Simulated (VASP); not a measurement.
# NiO (Pm-3m) in VASP: single point with PBEsol+U

Aim: the single point of NiO with PBEsol+U.

All numbers are computed with VASP 6.6.1; they aren't measurements. Logs are shortened: lines on timing, memory, paths and dates and some standing lists are left out, and cuts for length are marked.

## 1. The cell of the first run

Symmetry: Pm-3m, No. 221, cubic system. Conventional cell: a = 2.505 Å, b = 2.505 Å, c = 2.505 Å, α = 90.00°, β = 90.00°, γ = 90.00°. Ni (site symmetry m-3m) has 8 O at 2.17 Å and 6 Ni at 2.50 Å within 2.9 Å. O (site symmetry m-3m) has 8 Ni at 2.17 Å and 6 O at 2.50 Å within 2.9 Å.

## 2. Single point, PBEsol+U

Contents of INCAR:

```
PREC = Accurate ; ENCUT = 600
EDIFF = 1E-6 ; ISMEAR = 0
SIGMA = 0.05 ; LREAL = False
LASPH = True ; NELM = 200
ALGO = Normal ; ISIF = 2
LWAVE = False ; LCHARG = False
LMAXMIX = 4 ; LDAU = True
LDAUTYPE = 2 ; LDAUL = 2 -1
LDAUU = 1 0 ; LDAUJ = 0 0
LDAUPRINT = 1 ; GGA = PS
NBANDS = 15 ; GGA_COMPAT = False
```

Contents of KPOINTS:

```
regular mesh
0
Gamma
  7 7 7
```

Contents of POSCAR:

```
NiO
1.0
    2.5046153800      0.0000000000      0.0000000000
    0.0000000000      2.5046153800      0.0000000000
    0.0000000000      0.0000000000      2.5046153800
Ni O
1 1
Direct
    0.0000000000      0.0000000000      0.0000000000
    0.5000000000      0.5000000000      0.5000000000
```

Potentials or basis: VASP PAW PBE potentials, release 64 (Ni, O).

Command:

```console
$ cat potpaw_PBE.64/Ni/POTCAR potpaw_PBE.64/O/POTCAR > POTCAR
$ mpirun -np 1 vasp_std > vasp.out
```

OUTCAR:

```text
PREC = Accurate
   ENCUT = 600
   EDIFF = 1E-6
   ISMEAR = 0
   LREAL = False
   LASPH = True
   NELM = 200
   ISIF = 2
   GGA = PS

 ion  position               nearest neighbor table
   1  0.000  0.000  0.000-   2 2.17   2 2.17   2 2.17   2 2.17   2 2.17   2 2.17   2 2.17   2 2.17

   2  0.500  0.500  0.500-   1 2.17   1 2.17   1 2.17   1 2.17   1 2.17   1 2.17   1 2.17   1 2.17

  LATTYP: Found a simple cubic cell.
 ALAT       =     2.5046153800

  Lattice vectors:

 A1 = (   2.5046153800,   0.0000000000,   0.0000000000)
 A2 = (   0.0000000000,   2.5046153800,   0.0000000000)
 A3 = (   0.0000000000,   0.0000000000,   2.5046153800)

Analysis of symmetry for initial positions (statically):
=====================================================================
 Subroutine PRICEL returns:
 Original cell was already a primitive cell.

 Routine SETGRP: Setting up the symmetry group for a
 simple cubic supercell.

 Subroutine GETGRP returns: Found 48 space group operations
 (whereof 48 operations were pure point group operations)
 out of a pool of 48 trial point group operations.

The static configuration has the point symmetry O_h .

Analysis of symmetry for dynamics (positions and initial velocities):
=====================================================================
 Subroutine PRICEL returns:
 Original cell was already a primitive cell.

 Routine SETGRP: Setting up the symmetry group for a
 simple cubic supercell.

 Subroutine GETGRP returns: Found 48 space group operations
 (whereof 48 operations were pure point group operations)
 out of a pool of 48 trial point group operations.

The dynamic configuration has the point symmetry O_h .

 Subroutine INISYM returns: Found 48 space group operations
 (whereof 48 operations are pure point group operations),
 and found     1 'primitive' translations

----------------------------------------------------------------------------------------

                                     Primitive cell

  volume of cell :      15.7117

  direct lattice vectors                    reciprocal lattice vectors
     2.504615380  0.000000000  0.000000000     0.399262900  0.000000000  0.000000000
     0.000000000  2.504615380  0.000000000     0.000000000  0.399262900  0.000000000
     0.000000000  0.000000000  2.504615380     0.000000000  0.000000000  0.399262900

  length of vectors
     2.504615380  2.504615380  2.504615380     0.399262900  0.399262900  0.399262900

  position of ions in fractional coordinates (direct lattice)
     0.000000000  0.000000000  0.000000000
     0.500000000  0.500000000  0.500000000

  ion indices of the primitive-cell ions
   primitive index   ion index
                 1           1
                 2           2

----------------------------------------------------------------------------------------

 KPOINTS: regular mesh

Automatic generation of k-mesh.
 Grid dimensions read from file:
 generate k-points for:    7    7    7

 Generating k-lattice:

  Cartesian coordinates                     Fractional coordinates (reciprocal lattice)
     0.057037557  0.000000000  0.000000000     0.142857143  0.000000000  0.000000000
     0.000000000  0.057037557  0.000000000     0.000000000  0.142857143  0.000000000
     0.000000000  0.000000000  0.057037557     0.000000000  0.000000000  0.142857143

  Length of vectors
     0.057037557  0.057037557  0.057037557

[... 41 lines left out ...]
   ICHARG =      2    charge: 1-file 2-atom 10-const
   ISPIN  =      1    spin polarized calculation?
   LNONCOLLINEAR =      F non collinear calculations
   LSORBIT =      F    spin-orbit coupling
   LASPH  =      T    aspherical Exc in radial PAW
   ENCUT  =  600.0 eV  44.10 Ry    6.64 a.u.   5.00  5.00  5.00*2*pi/ulx,y,z
   NELM   =    200;   NELMIN=  2; NELMDL= -5     # of ELM steps
   EDIFF  = 0.1E-05   stopping-criterion for ELM
   LREAL  =      F    real-space projection
   EDIFFG = 0.1E-04   stopping-criterion for IOM
   NSW    =      0    number of steps for IOM
   IBRION =     -1    ionic relax: 0-MD 1-quasi-New 2-CG
   NFREE  =      0    steps in history (QN), initial steepest desc. (CG)
   ISIF   =      2    stress and relaxation
   ISYM   =      2    0-nonsym 1-usesym 2-fastsym
   POTIM  = 0.5000    time-step for ionic-motion
   TEBEG  =    0.0;   TEEND  =   0.0 temperature during run
   PSTRESS=    0.0 pullay stress
   NELECT =      16.0000    total number of electrons
   NUPDOWN=      -1.0000    fix difference up-down
   EMIN   =  10.00;   EMAX   =-10.00  energy-range for DOS
   EFERMI =   0.00;   METHOD = LEGACY
   ISMEAR =     0;   SIGMA  =   0.05  broadening in eV -4-tet -1-fermi 0-gaus
   EFERMI_NEDOS =   21; number of points for ismear=-14 and -15
   IALGO  =     38    algorithm
   IMIX   =      4    mixing-type and parameters
     AMIX     =   0.40;   BMIX     =  1.00
     AMIX_MAG =   1.60;   BMIX_MAG =  1.00
  volume/ion in A,a.u.               =       7.86        53.01
  Fermi-wavevector in a.u.,A,eV,Ry     =   1.647051  3.112476 36.909583  2.712778
  Thomas-Fermi vector in A             =   2.736576
   LORBIT       =      0    0 simple, 1 ext, 2 COOP (PROOUT), +10 PAW based schemes
 LDA+U is selected, type is set to LDAUTYPE =  2
   angular momentum for each species LDAUL =     2   -1
   U (eV)           for each species LDAUU =   1.0  0.0
   J (eV)           for each species LDAUJ =   0.0  0.0
   GGA     = PS    functional components
   LHFCALC =     F    Hartree Fock is set to
   AEXX    =    0.0000 exact exchange contribution
   IVDW    =     0    specifies the selected vdW correction
   LEPSILON=     F    determine dielectric tensor
   LRPA    =     F    only Hartree local field effects (RPA)
 non-spin polarized calculation
 Gauss-broadening in eV      SIGMA  =   0.05
  energy-cutoff  :      600.00
  volume of cell :       15.71
 maximum number of plane-waves:       534
   NGX = 11   NGY = 11   NGZ = 11

atom =   1  type =  1  l = 2

 onsite density matrix

spin component  1

  0.7879  0.0000  0.0000 -0.0000  0.0000
  0.0000  0.7879  0.0000 -0.0000  0.0000
  0.0000  0.0000  0.9351  0.0000 -0.0000
 -0.0000 -0.0000  0.0000  0.7879 -0.0000
  0.0000  0.0000 -0.0000 -0.0000  0.9351

spin component  2

  0.7879  0.0000  0.0000 -0.0000  0.0000
  0.0000  0.7879  0.0000 -0.0000  0.0000
  0.0000  0.0000  0.9351  0.0000 -0.0000
 -0.0000 -0.0000  0.0000  0.7879 -0.0000
  0.0000  0.0000 -0.0000 -0.0000  0.9351

 occupancies and eigenvectors

  o =  0.7879  v =  1.0000  0.0000  0.0000  0.0000  0.0000  0.0000  0.0000  0.0000  0.0000  0.0000      0.0000  0.0000  0.0000  0.0000  0.0000  0.0000  0.0000  0.0000  0.0000  0.0000
  o =  0.7879  v =  0.0000  0.0000  0.0000  0.0000  0.0000  1.0000  0.0000  0.0000  0.0000  0.0000      0.0000  0.0000  0.0000  0.0000  0.0000  0.0000  0.0000  0.0000  0.0000  0.0000
  o =  0.7879  v =  0.0000 -0.0883  0.0000 -0.9961 -0.0000  0.0000  0.0000  0.0000  0.0000  0.0000      0.0000  0.0000  0.0000  0.0000  0.0000  0.0000  0.0000  0.0000  0.0000  0.0000
  o =  0.7879  v =  0.0000  0.0000  0.0000  0.0000  0.0000  0.0000 -0.0883  0.0000 -0.9961 -0.0000      0.0000  0.0000  0.0000  0.0000  0.0000  0.0000  0.0000  0.0000  0.0000  0.0000
  o =  0.7879  v =  0.0000 -0.9961 -0.0000  0.0883  0.0000  0.0000  0.0000  0.0000  0.0000  0.0000      0.0000  0.0000  0.0000  0.0000  0.0000  0.0000  0.0000  0.0000  0.0000  0.0000
  o =  0.7879  v =  0.0000  0.0000  0.0000  0.0000  0.0000  0.0000 -0.9961 -0.0000  0.0883  0.0000      0.0000  0.0000  0.0000  0.0000  0.0000  0.0000  0.0000  0.0000  0.0000  0.0000
  o =  0.9351  v =  0.0000  0.0000  0.0000  0.0000  0.0000  0.0000 -0.0000 -0.0077  0.0000 -1.0000      0.0000  0.0000  0.0000  0.0000  0.0000  0.0000  0.0000  0.0000  0.0000  0.0000
  o =  0.9351  v =  0.0000 -0.0000 -0.0077  0.0000 -1.0000  0.0000  0.0000  0.0000  0.0000  0.0000      0.0000  0.0000  0.0000  0.0000  0.0000  0.0000  0.0000  0.0000  0.0000  0.0000
  o =  0.9351  v =  0.0000  0.0000  0.0000  0.0000  0.0000  0.0000 -0.0000  1.0000  0.0000 -0.0077      0.0000  0.0000  0.0000  0.0000  0.0000  0.0000  0.0000  0.0000  0.0000  0.0000
  o =  0.9351  v =  0.0000 -0.0000  1.0000  0.0000 -0.0077  0.0000  0.0000  0.0000  0.0000  0.0000      0.0000  0.0000  0.0000  0.0000  0.0000  0.0000  0.0000  0.0000  0.0000  0.0000

 number of electron      15.9999992 magnetization

 Free energy of the ion-electron system (eV)
  ---------------------------------------------------
  ext. energy  EPLUGINS =         0.00000000
  ---------------------------------------------------
  free energy    TOTEN  =       -10.82716042 eV

  energy without entropy =      -10.82305278  energy(sigma->0) =      -10.82510660

 E-fermi :   9.4884     XC(G=0): -13.9638

 val. band max:        9.4719779479   @ k =   0.4286   0.1429   0.0000
 cond. band min:       9.5252838635   @ k =   0.4286   0.4286   0.1429
 fundamental gap:      0.0533059156
 Fermi energy:         9.4883813487

 k-point     1 :       0.0000    0.0000    0.0000
  band No.  band energies     occupation
      1     -11.7080      2.00000
      2       5.9177      2.00000
      3       5.9177      2.00000
      4       6.5560      2.00000
      5       6.5560      2.00000
      6       6.5560      2.00000
      7       8.5986      2.00000
      8       8.5986      2.00000
      9       8.5986      2.00000
     10      11.4230      0.00000
     11      25.9373      0.00000
     12      25.9373      0.00000
     13      31.6965      0.00000
     14      31.6965      0.00000
[... 329 lines left out ...]
      2       2.0846      2.00000
      3       2.0846      2.00000
      4       2.3262      2.00000
      5       8.9726      2.00000
      6       8.9726      2.00000
      7       9.7420      0.00000
      8      10.3380      0.00000
      9      10.3381      0.00000
     10      16.9073      0.00000
     11      17.6565      0.00000
     12      17.6565      0.00000
     13      27.4936      0.00000
     14      33.1169      0.00000
     15      33.1200      0.00000

------------------------ aborting loop because EDIFF is reached ----------------------------------------

  FORCE on cell =-STRESS in cart. coord.  units (eV):
  Direction    XX          YY          ZZ          XY          YZ          ZX
  --------------------------------------------------------------------------------------
  -------------------------------------------------------------------------------------
  Total        0.8312727      0.8312727      0.8312727      0.0000000      0.0000000     -0.0000000
  in kB       84.7678133     84.7678133     84.7678133      0.0000000      0.0000000     -0.0000000
  external PRESSURE =      84.7678133 kB  Pullay stress =       0.0000000 kB

 VOLUME and BASIS-vectors are now :
 -----------------------------------------------------------------------------
  energy-cutoff  :      600.00
  volume of cell :       15.71
      direct lattice vectors                 reciprocal lattice vectors
     2.504615380  0.000000000  0.000000000     0.399262900  0.000000000  0.000000000
     0.000000000  2.504615380  0.000000000     0.000000000  0.399262900  0.000000000
     0.000000000  0.000000000  2.504615380     0.000000000  0.000000000  0.399262900

 POSITION                                       TOTAL-FORCE (eV/Angst)
 -----------------------------------------------------------------------------------
      0.00000      0.00000      0.00000         0.000000      0.000000      0.000000
      1.25231      1.25231      1.25231         0.000000      0.000000      0.000000
 -----------------------------------------------------------------------------------
    total drift:                                0.000000      0.000000      0.000000

  FREE ENERGIE OF THE ION-ELECTRON SYSTEM (eV)
  ---------------------------------------------------
  free  energy   TOTEN  =       -10.8271604177 eV

  energy  without entropy=      -10.8230527778  energy(sigma->0) =      -10.82510660
```

Wall time 7.2 s (1 thread of Intel Xeon 8259CL, shared host); peak memory 0.12 GiB.

Results:

```yaml
Free_energy: -10.8272 eV
Pressure: 8.5 GPa
Band_gap_on_the_k_mesh: zero (bands 8 and 9 overlap by 1.74 eV)
```

Levels at points of the mesh, in eV from the Fermi level:
| k point | band 5 | band 6 | band 7 | band 8 | band 9 | band 10 | band 11 | band 12 |
| --- | --- | --- | --- | --- | --- | --- | --- | --- |
| (0.00, 0.00, 0.00) | -2.93 | -2.93 | -0.89 | -0.89 | -0.89 | 1.93 | 16.45 | 16.45 |

Eigenvalues of the final occupation matrices:
```
    site  spin  trace               eigenvalues
site 1 d     1   4.23  0.79 0.79 0.79 0.94 0.94
site 1 d     2   4.23  0.79 0.79 0.79 0.94 0.94
```

Caveat: the cell stands under pressure; the PAW data sets were made with another functional, which shifts forces and pressure a little; the run has no spin polarisation, though such a crystal can be magnetic; U without spin polarisation on a metal has little footing. Spin polarisation is off, so any magnetic state and its effect on volume and gap are missing.

The gap in the log of VASP goes by the Fermi energy; the results here count the filled bands.